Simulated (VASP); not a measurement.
# YSn2B2 (P4/mbm) in VASP: single point with r2SCAN

Aim: the single point of YSn2B2 with r2SCAN.

All numbers are computed with VASP 6.6.1; they aren't measurements. Logs are shortened: lines on timing, memory, paths and dates and some standing lists are left out, and cuts for length are marked.

### 1 The cell of the first run

It takes space group P4/mbm (No. 127, tetragonal). Conventional cell: a = 6.327 Å, b = 6.327 Å, c = 4.240 Å, α = 90.00°, β = 90.00°, γ = 90.00°. Within 2.4 Å of Sn (site symmetry m2m) lie 3 B at 1.79 to 1.91 Å. Within 2.4 Å of B (site symmetry m2m) lie 3 Sn at 1.79 to 1.91 Å. Within 4.2 Å of Y (site symmetry 4/m) lie 8 Sn at 3.18 Å and 8 B at 3.24 Å.

### 2 Single point, r2SCAN

Input file POSCAR:

```
YSn2B2
1.0
    6.3267030000      0.0000000000      0.0000000000
    0.0000000000      6.3267030000      0.0000000000
    0.0000000000      0.0000000000      4.2400130000
Sn B Y
4 4 2
Direct
    0.1626000000      0.6626000000      0.5000000000
    0.3374000000      0.1626000000      0.5000000000
    0.8374000000      0.3374000000      0.5000000000
    0.6626000000      0.8374000000      0.5000000000
    0.3622000000      0.8622000000      0.5000000000
    0.1378000000      0.3622000000      0.5000000000
    0.6378000000      0.1378000000      0.5000000000
    0.8622000000      0.6378000000      0.5000000000
    0.0000000000      0.0000000000      0.0000000000
    0.5000000000      0.5000000000      0.0000000000
```

Input file INCAR.step1:

```
SYSTEM = YSn2B2
PREC = Accurate ; ENCUT = 520
ISMEAR = 1 ; SIGMA = 0.0305
LREAL = .FALSE. ; LASPH = .TRUE.
NELM = 80 ; NBANDS = 56
GGA = PE ; ALGO = Normal
EDIFF = 1E-4 ; LWAVE = .TRUE.
LCHARG = .FALSE.
```

Input file INCAR.step2:

```
SYSTEM = YSn2B2
PREC = Accurate ; ENCUT = 520
EDIFF = 1E-6 ; ISMEAR = 1
SIGMA = 0.0305 ; LREAL = .FALSE.
LASPH = .TRUE. ; NELM = 80
ALGO = Normal ; ISIF = 2
LWAVE = .FALSE. ; LCHARG = .FALSE.
METAGGA = R2SCAN ; LMIXTAU = .TRUE.
NBANDS = 56 ; ISTART = 1
```

Input file KPOINTS:

```
Automatic mesh
0
G
  3 3 4
  0 0 0
```

Potentials or basis: VASP PAW PBE potentials, release 64 (Sn_d, B, Y_sv).

Run with:

```bash
> cat potpaw_PBE.64/Sn_d/POTCAR potpaw_PBE.64/B/POTCAR potpaw_PBE.64/Y_sv/POTCAR > POTCAR
> cp INCAR.step1 INCAR
> mpirun -np 1 vasp_std > vasp.out
> cp INCAR.step2 INCAR
> mpirun -np 1 vasp_std > vasp.out
```

OUTCAR:

```text
SYSTEM = YSn2B2
   PREC = Accurate
   ENCUT = 520
   EDIFF = 1E-6
   ISMEAR = 1
   LREAL = .FALSE.
   LASPH = .TRUE.
   NELM = 80
   ISIF = 2
   METAGGA = R2SCAN
   ISTART = 1

 ion  position               nearest neighbor table
   1  0.163  0.663  0.500-   5 1.79   6 1.91   8 1.91   3 2.91   9 3.18  10 3.18   9 3.18  10 3.18
                             4 3.35   2 3.35   2 3.35   4 3.35
   2  0.337  0.163  0.500-   6 1.79   5 1.91   7 1.91   4 2.91   9 3.18  10 3.18   9 3.18  10 3.18
                             1 3.35   3 3.35   1 3.35   3 3.35
   3  0.837  0.337  0.500-   7 1.79   6 1.91   8 1.91   1 2.91   9 3.18  10 3.18   9 3.18  10 3.18
                             4 3.35   2 3.35   4 3.35   2 3.35
   4  0.663  0.837  0.500-   8 1.79   7 1.91   5 1.91   2 2.91   9 3.18  10 3.18   9 3.18  10 3.18
                             3 3.35   1 3.35   3 3.35   1 3.35
   5  0.362  0.862  0.500-   1 1.79   2 1.91   4 1.91   9 3.24  10 3.24   9 3.24  10 3.24
   6  0.138  0.362  0.500-   2 1.79   1 1.91   3 1.91   9 3.24  10 3.24   9 3.24  10 3.24
   7  0.638  0.138  0.500-   3 1.79   2 1.91   4 1.91   9 3.24  10 3.24   9 3.24  10 3.24
   8  0.862  0.638  0.500-   4 1.79   3 1.91   1 1.91   9 3.24  10 3.24   9 3.24  10 3.24
   9  0.000  0.000  0.000-   1 3.18   2 3.18   3 3.18   4 3.18   1 3.18   2 3.18   3 3.18   4 3.18
                             5 3.24   6 3.24   7 3.24   8 3.24   5 3.24   6 3.24   7 3.24   8 3.24
  10  0.500  0.500  0.000-   1 3.18   2 3.18   3 3.18   4 3.18   1 3.18   2 3.18   3 3.18   4 3.18
                             5 3.24   6 3.24   7 3.24   8 3.24   5 3.24   6 3.24   7 3.24   8 3.24

  LATTYP: Found a simple tetragonal cell.
 ALAT       =     6.3267030000
 C/A-ratio  =     0.6701773420

  Lattice vectors:

 A1 = (   6.3267030000,   0.0000000000,   0.0000000000)
 A2 = (   0.0000000000,   6.3267030000,   0.0000000000)
 A3 = (   0.0000000000,   0.0000000000,   4.2400130000)

Analysis of symmetry for initial positions (statically):
=====================================================================
 Subroutine PRICEL returns:
 Original cell was already a primitive cell.

 Routine SETGRP: Setting up the symmetry group for a
 simple tetragonal supercell.

 Subroutine GETGRP returns: Found 16 space group operations
 (whereof  8 operations were pure point group operations)
 out of a pool of 16 trial point group operations.

The static configuration has the point symmetry C_4h.
 The point group associated with its full space group is D_4h.

Analysis of symmetry for dynamics (positions and initial velocities):
=====================================================================
 Subroutine PRICEL returns:
 Original cell was already a primitive cell.

 Routine SETGRP: Setting up the symmetry group for a
 simple tetragonal supercell.

 Subroutine GETGRP returns: Found 16 space group operations
 (whereof  8 operations were pure point group operations)
 out of a pool of 16 trial point group operations.

The dynamic configuration has the point symmetry C_4h.
 The point group associated with its full space group is D_4h.

 Subroutine INISYM returns: Found 16 space group operations
 (whereof  8 operations are pure point group operations),
 and found     1 'primitive' translations

----------------------------------------------------------------------------------------

                                     Primitive cell

  volume of cell :     169.7157

  direct lattice vectors                    reciprocal lattice vectors
     6.326703000  0.000000000  0.000000000     0.158060209  0.000000000  0.000000000
     0.000000000  6.326703000  0.000000000     0.000000000  0.158060209  0.000000000
     0.000000000  0.000000000  4.240013000     0.000000000  0.000000000  0.235848333

  length of vectors
     6.326703000  6.326703000  4.240013000     0.158060209  0.158060209  0.235848333

  position of ions in fractional coordinates (direct lattice)
     0.162600000  0.662600000  0.500000000
     0.337400000  0.162600000  0.500000000
     0.837400000  0.337400000  0.500000000
     0.662600000  0.837400000  0.500000000
     0.362200000  0.862200000  0.500000000
     0.137800000  0.362200000  0.500000000
     0.637800000  0.137800000  0.500000000
     0.862200000  0.637800000  0.500000000
     0.000000000  0.000000000  0.000000000
     0.500000000  0.500000000  0.000000000

  ion indices of the primitive-cell ions
   primitive index   ion index
                 1           1
                 2           2
                 3           3
                 4           4
                 5           5
                 6           6
                 7           7
                 8           8
                 9           9
                10          10

----------------------------------------------------------------------------------------

 KPOINTS: Automatic mesh

Automatic generation of k-mesh.
 Grid dimensions read from file:
 generate k-points for:    3    3    4

 Generating k-lattice:

  Cartesian coordinates                     Fractional coordinates (reciprocal lattice)
     0.052686736  0.000000000  0.000000000     0.333333333  0.000000000  0.000000000
     0.000000000  0.052686736  0.000000000     0.000000000  0.333333333  0.000000000
     0.000000000  0.000000000  0.058962083     0.000000000  0.000000000  0.250000000

  Length of vectors
     0.052686736  0.052686736  0.058962083

  Shift w.r.t. Gamma in fractional coordinates (k-lattice)
     0.000000000  0.000000000  0.000000000

 Subroutine IBZKPT returns following result:
 ===========================================

 Found      9 irreducible k-points:

 Following reciprocal coordinates:
            Coordinates               Weight
  0.000000  0.000000  0.000000      1.000000
  0.333333  0.000000  0.000000      4.000000
  0.333333  0.333333  0.000000      4.000000
  0.000000  0.000000  0.250000      2.000000
  0.333333  0.000000  0.250000      8.000000
  0.333333  0.333333  0.250000      8.000000
  0.000000  0.000000  0.500000      1.000000
  0.333333  0.000000  0.500000      4.000000
  0.333333  0.333333  0.500000      4.000000
   k-points           NKPTS =      9   k-points in BZ     NKDIM =      9   number of bands    NBANDS=     56
   number of dos      NEDOS =    301   number of ions     NIONS =     10
   total plane-waves  NPLWV =  73728
   dimension x,y,z NGX =    48 NGY =   48 NGZ =   32
   dimension x,y,z NGXF=    96 NGYF=   96 NGZF=   64
   ions per type =               4   4   2
   NGX,Y,Z   is equivalent  to a cutoff of  12.61, 12.61, 12.55 a.u.
   NGXF,Y,Z  is equivalent  to a cutoff of  25.23, 25.23, 25.09 a.u.
 SYSTEM =  YSn2B2
   PREC   = accura    normal or accurate (medium, high low for compatibility)
   ISTART =      1    job   : 0-new  1-cont  2-samecut
   ICHARG =      0    charge: 1-file 2-atom 10-const
   ISPIN  =      1    spin polarized calculation?
   LNONCOLLINEAR =      F non collinear calculations
   LSORBIT =      F    spin-orbit coupling
   LASPH  =      T    aspherical Exc in radial PAW
   ENCUT  =  520.0 eV  38.22 Ry    6.18 a.u.  11.76 11.76  7.88*2*pi/ulx,y,z
   NELM   =     80;   NELMIN=  2; NELMDL=  0     # of ELM steps
   EDIFF  = 0.1E-05   stopping-criterion for ELM
   LREAL  =      F    real-space projection
   EDIFFG = 0.1E-04   stopping-criterion for IOM
   NSW    =      0    number of steps for IOM
   IBRION =     -1    ionic relax: 0-MD 1-quasi-New 2-CG
   NFREE  =      0    steps in history (QN), initial steepest desc. (CG)
   ISIF   =      2    stress and relaxation
   ISYM   =      2    0-nonsym 1-usesym 2-fastsym
   POTIM  = 0.5000    time-step for ionic-motion
   TEBEG  =    0.0;   TEEND  =   0.0 temperature during run
   PSTRESS=    0.0 pullay stress
   NELECT =      90.0000    total number of electrons
   NUPDOWN=      -1.0000    fix difference up-down
   EMIN   =  10.00;   EMAX   =-10.00  energy-range for DOS
   EFERMI =   0.00;   METHOD = LEGACY
   ISMEAR =     1;   SIGMA  =   0.03  broadening in eV -4-tet -1-fermi 0-gaus
   EFERMI_NEDOS =   21; number of points for ismear=-14 and -15
   IALGO  =     38    algorithm
   IMIX   =      4    mixing-type and parameters
     AMIX     =   0.40;   BMIX     =  1.00
     AMIX_MAG =   1.60;   BMIX_MAG =  1.00
  volume/ion in A,a.u.               =      16.97       114.53
  Fermi-wavevector in a.u.,A,eV,Ry     =   1.325099  2.504074 23.890296  1.755887
  Thomas-Fermi vector in A             =   2.454585
   LORBIT       =      0    0 simple, 1 ext, 2 COOP (PROOUT), +10 PAW based schemes
   METAGGA = R2SCAN    functional components
   LHFCALC =     F    Hartree Fock is set to
   AEXX    =    0.0000 exact exchange contribution
   IVDW    =     0    specifies the selected vdW correction
   LEPSILON=     F    determine dielectric tensor
   LRPA    =     F    only Hartree local field effects (RPA)
 non-spin polarized calculation
 Methfessel and Paxton  Order N= 1 SIGMA  =   0.03
  energy-cutoff  :      520.00
  volume of cell :      169.72
 maximum number of plane-waves:      4588
 NGX is ok and might be reduce to    48
   NGX = 23   NGY = 23   NGZ = 15

 number of electron      90.0000013 magnetization

 Free energy of the ion-electron system (eV)
  ---------------------------------------------------
  ext. energy  EPLUGINS =         0.00000000
  ---------------------------------------------------
  free energy    TOTEN  =      -148.31916101 eV

  energy without entropy =     -148.31981101  energy(sigma->0) =     -148.31937768

 E-fermi :   8.2740     XC(G=0): -11.5667

 val. band max:        8.2536601377   @ k =   0.3333   0.3333   0.5000
 cond. band min:       8.5735171656   @ k =   0.3333   0.3333   0.0000
 fundamental gap:      0.3198570279
 Fermi energy:         8.2739680675

 k-point     1 :       0.0000    0.0000    0.0000
  band No.  band energies     occupation
      1     -37.0889      2.00000
      2     -37.0864      2.00000
      3     -16.5915      2.00000
      4     -16.5672      2.00000
      5     -16.4115      2.00000
      6     -16.4115      2.00000
[... 520 lines left out ...]
     55      11.8184      0.00000
     56      11.8491      0.00000

------------------------ aborting loop because EDIFF is reached ----------------------------------------

  FORCE on cell =-STRESS in cart. coord.  units (eV):
  Direction    XX          YY          ZZ          XY          YZ          ZX
  --------------------------------------------------------------------------------------
  -------------------------------------------------------------------------------------
  Total       96.0751177     96.0751177     -4.4215442      0.0000000     -0.0000000     -0.0000000
  in kB      906.9835794    906.9835794    -41.7409636      0.0000000     -0.0000000     -0.0000000
  external PRESSURE =     590.7420651 kB  Pullay stress =       0.0000000 kB

 VOLUME and BASIS-vectors are now :
 -----------------------------------------------------------------------------
  energy-cutoff  :      520.00
  volume of cell :      169.72
      direct lattice vectors                 reciprocal lattice vectors
     6.326703000  0.000000000  0.000000000     0.158060209  0.000000000  0.000000000
     0.000000000  6.326703000  0.000000000     0.000000000  0.158060209  0.000000000
     0.000000000  0.000000000  4.240013000     0.000000000  0.000000000  0.235848333

 POSITION                                       TOTAL-FORCE (eV/Angst)
 -----------------------------------------------------------------------------------
      1.02872      4.19207      2.12001        -0.747953     -0.747953     -0.000000
      2.13463      1.02872      2.12001         0.747953     -0.747953     -0.000000
      5.29798      2.13463      2.12001         0.747953      0.747953      0.000000
      4.19207      5.29798      2.12001        -0.747953      0.747953      0.000000
      2.29153      5.45488      2.12001         0.068093      0.068093      0.000000
      0.87182      2.29153      2.12001        -0.068093      0.068093      0.000000
      4.03517      0.87182      2.12001        -0.068093     -0.068093      0.000000
      5.45488      4.03517      2.12001         0.068093     -0.068093     -0.000000
      0.00000      0.00000      0.00000         0.000000     -0.000000      0.000000
      3.16335      3.16335      0.00000         0.000000     -0.000000      0.000000
 -----------------------------------------------------------------------------------
    total drift:                                0.000000      0.000000      0.000000

  FREE ENERGIE OF THE ION-ELECTRON SYSTEM (eV)
  ---------------------------------------------------
  free  energy   TOTEN  =      -148.3191610136 eV

  energy  without entropy=     -148.3198110078  energy(sigma->0) =     -148.31937768
```

It took 6 min on 1 thread of AMD EPYC 7R13 (Zen 3), shared host; peak memory 0.3 GiB.

Results:

- Free energy: -148.3192 eV
- Pressure: 59.1 GPa
- Largest force: 1.058 eV/Å
- Band gap on the k mesh: zero (band 45 reaches 8.82 eV, above the bottom of band 46 at 7.89 eV)

Forces on the atoms (eV/Å):
```
Sn  -0.748 -0.748  0.000
Sn   0.748 -0.748  0.000
Sn   0.748  0.748  0.000
Sn  -0.748  0.748  0.000
B    0.068  0.068  0.000
B   -0.068  0.068  0.000
B   -0.068 -0.068  0.000
B    0.068 -0.068  0.000
Y    0.000  0.000  0.000
Y    0.000  0.000  0.000
```

Levels at points of the mesh, in eV from the Fermi level:
```tsv
k point	band 43	band 44	band 45	band 46	band 47	band 48
(0.00, 0.00, 0.00)	-0.84	0.49	0.49	0.64	0.74	0.74
(0.00, 0.00, 0.50)	-0.41	0.55	0.55	1.47	1.47	1.84
```

Caveat: the k points lie up to 0.37 Å⁻¹ apart; the PAW data sets were made with another functional, which shifts forces and pressure a little; spin-orbit coupling is left out, which moves the levels of the heavy elements.
